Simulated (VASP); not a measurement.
Write the native input for VASP 6.6.1 that does the following.

```yaml
Task: single point
Functional: PBE
Potentials_or_basis: VASP PAW PBE potentials, release 64 (Ir)
Cutoff: 520 eV
k_mesh: 24 × 24 × 24
Occupations: gaussian, width 0.15 eV
Spin: no spin polarisation
Dipole_correction: no
Further_INCAR_settings: ALGO = Fast; EDIFF = 1e-07; NBANDS = 10
```

The structure of Ir lies in POSCAR:

```
Ir
1.0
    0.0000000000      2.0265643084      1.7225796622
    2.0265643084      0.0000000000      1.7225796622
    2.0265643084      2.0265643084      0.0000000000
Ir
1
Direct
    0.0000000000      0.0000000000      0.0000000000
```

This cell differs from its parent crystal: ratio of the length along z to the lengths across it x 0.85, volume and fractional coordinates fixed.

These files were run (other wordings do the same):

INCAR

```
ALGO     = Fast           # electronic algorithm
EDIFF    = 1E-7           # SCF threshold, eV
ENCUT    = 520            # plane-wave cutoff, eV
GGA      = PE             # functional
ISIF     = 2              # what is computed and relaxed
ISMEAR   = 0              # smearing method
LASPH    = T              # aspherical terms in the spheres
LCHARG   = F              # write CHGCAR
LREAL    = F              # projectors in reciprocal space
LWAVE    = F              # write WAVECAR
NBANDS   = 10             # bands
NELM     = 80             # most SCF steps
PREC     = Accurate       # precision mode
SIGMA    = 0.15           # smearing width, eV
```

KPOINTS

```
k-points
0
Gamma
  24 24 24
```

Potentials or basis: VASP PAW PBE potentials, release 64 (Ir).

Command:

```sh
$ cat potpaw_PBE.64/Ir/POTCAR > POTCAR
$ mpirun -np 1 vasp_std > vasp.out
```

Results of the run:

```yaml
Pressure: 14.6 GPa
```

Run time: 2.8 min on 1 thread of Intel(R) Xeon(R) Platinum 8488C (Sapphire Rapids) (shared host), peak memory 0.28 GiB.
